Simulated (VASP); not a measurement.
Write the native input for VASP 6.6.1 that does the following.

- Task: single point
- Functional: PBEsol
- Potentials or basis: VASP PAW PBE potentials, release 64 (Ti_sv, O)
- Cutoff: 520 eV
- k mesh: 12 × 12 × 12
- Occupations: gaussian, width 0.1 eV
- Spin: no spin polarisation
- Dipole correction: no
- Further INCAR settings: ALGO = Normal; EDIFF = 1e-06; NBANDS = 39

The structure of Ti3O4 lies in POSCAR:

```
Ti3O4
1.0
   -2.0500366689      2.0500366689      4.0488713061
    2.0500366689     -2.0500366689      4.0488713061
    2.0500366689      2.0500366689     -4.0488713061
Ti O
3 4
Direct
    0.2500000000      0.7500000000      0.5000000000
    0.5000000000      0.5000000000      0.0000000000
    0.7500000000      0.2500000000      0.5000000000
    0.0000000000      0.5000000000      0.5000000000
    0.2426947646      0.2426947646      0.0000000000
    0.5000000000      0.0000000000      0.5000000000
    0.7573052354      0.7573052354      0.0000000000
```

The input as run:

INCAR

```
PREC = Accurate
ENCUT = 520
EDIFF = 1E-6
ISMEAR = 0
SIGMA = 0.1
LREAL = F
LASPH = T
NELM = 80
ALGO = Normal
ISIF = 2
LWAVE = F
LCHARG = F
GGA = PS
NBANDS = 39
```

KPOINTS

```
Automatic mesh
0
Gamma
  12 12 12
```

Potentials or basis: VASP PAW PBE potentials, release 64 (Ti_sv, O).

Run with:

```sh
$ cat potpaw_PBE.64/Ti_sv/POTCAR potpaw_PBE.64/O/POTCAR > POTCAR
$ mpirun -np 1 vasp_std > vasp.out
```

It gave:

The pressure is 0.7 GPa and the largest force is 0.024 eV/Å. The band gap on the k mesh is zero (bands 30 and 31 overlap by 3.61 eV).

Caveat: the PAW data sets were made with another functional, which shifts forces and pressure a little; semilocal functionals often make such compounds metallic where correlation or magnetic order opens a gap, which also shifts bond lengths.

It took 12 min on 1 thread of AMD EPYC 7R13 Processor (Zen 3) (shared host), peak memory 0.44 GiB.
